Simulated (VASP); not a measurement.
Crystal: HfO2.

```xyz
12
Lattice="5.0836 0.0000 0.0000 0.0000 5.1509 0.0000 -0.8529 0.0000 5.1789" Properties=species:S:1:pos:R:3 pbc="T T T"
Hf    0.7967    2.3710    3.6666
Hf    3.0076    4.9464    4.1017
Hf    3.4341    2.7799    1.5122
Hf    1.2231    0.2045    1.0772
O    -0.3449    0.8674    4.3850
O     4.1492    3.4429    3.3834
O     4.5757    4.2835    0.7939
O     0.0815    1.7080    1.7955
O     1.4451    3.8214    5.0758
O     2.3592    1.2460    2.6925
O     2.7856    1.3294    0.1031
O     1.8716    3.9049    2.4864
```

Base run:

| Property | Result |
| --- | --- |
| Program | VASP 6.6.1 |
| Functional | PBE |
| Potentials or basis | VASP PAW PBE potentials, release 64 (Hf_pv, O) |
| Cutoff | 520 eV |
| k mesh | 5 × 5 × 5 |
| Occupations | fermi-dirac, width 0.05 eV |
| Spin | no spin polarisation |

Its results: band gap on the k mesh 4.24 eV, indirect (least direct gap 4.30 eV); pressure 7.9 GPa; largest force 0.517 eV/Å.

Problem. The run is repeated on the same cell with these changes: functional from PBE to PBEsol; dispersion from none to D4. What comes out?

Solution. Band gap on the k mesh 4.13 eV, indirect (least direct gap 4.19 eV); pressure -1.3 GPa; largest force 0.481 eV/Å.

Several settings changed at once, so the effect can't be laid on one alone.

Caveats: spin-orbit coupling is left out, which moves the levels of the heavy elements; the PAW data sets were made with another functional, which shifts forces and pressure a little (some runs).

A k mesh can miss the band edges.
